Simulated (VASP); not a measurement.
Write the native input for VASP 6.6.1 that does the following.

* Task: relaxation of cell and atoms
* Functional: BLYP
* Dispersion: D4
* Potentials or basis: VASP PAW PBE potentials, release 64 (Ga_d)
* Cutoff: 600 eV
* k mesh: 13 × 13 × 13
* Occupations: fermi-dirac, width 0.05 eV
* Spin: no spin polarisation
* Dipole correction: no
* Further INCAR settings: ALGO = Fast; EDIFF = 1e-07; IBRION = 2; EDIFFG = -0.01; NSW = 60; ISIF = 3

The structure of Ga lies in POSCAR:

```
Ga
1.0
   -1.3843987196      1.3843987196      2.3112238365
    1.3843987196     -1.3843987196      2.3112238365
    1.3843987196      1.3843987196     -2.3112238365
Ga
1
Direct
    0.0000000000      0.0000000000      0.0000000000
```

These files were run (other wordings do the same):

INCAR

```
  PREC = Accurate
  ENCUT = 600
  EDIFF = 1E-7
  ISMEAR = -1
  SIGMA = 0.05
  LREAL = F
  LASPH = T
  NELM = 60
  ALGO = Fast
  ISIF = 3
  LWAVE = F
  LCHARG = F
  GGA = B5
  ALDAX = 1.0
  AGGAX = 1.0
  AGGAC = 1.0
  ALDAC = 0.0
  IVDW = 13
  VDW_S6 = 1.0
  VDW_S8 = 2.34076671
  VDW_A1 = 0.44488865
  VDW_A2 = 4.0933009
  IBRION = 2
  NSW = 60
  EDIFFG = -0.01
```

KPOINTS

```
regular mesh
0
Gamma
  13 13 13
```

Potentials or basis: VASP PAW PBE potentials, release 64 (Ga_d).

The run is started by

```sh
$ cat potpaw_PBE.64/Ga_d/POTCAR > POTCAR
$ mpirun -np 1 vasp_std > vasp.out
```

It gave:

```yaml
Relaxed_volume: 18.06 Å³/atom
Relaxed_cell: a = 3.049 Å, b = 3.049 Å, c = 3.049 Å, α = 125.65°, β = 125.65°, γ = 80.47°
Space_group_after_relaxing_to_0.05_Å: I4/mmm (No. 139)
Energy_gained_by_relaxing: 1.0 meV/atom
Ionic_steps: 6
Pressure_after_relaxing: 0.0 GPa
Dispersion_energy_per_atom: -0.942 eV
```

Caveat: the PAW data sets were made with another functional, which shifts forces and pressure a little; pairwise dispersion overbinds metals, which lowers pressure and volume.

Run time: 58 s on 1 thread of Intel(R) Xeon(R) 6975P-C (Granite Rapids), on a shared host, peak memory 0.18 GiB.
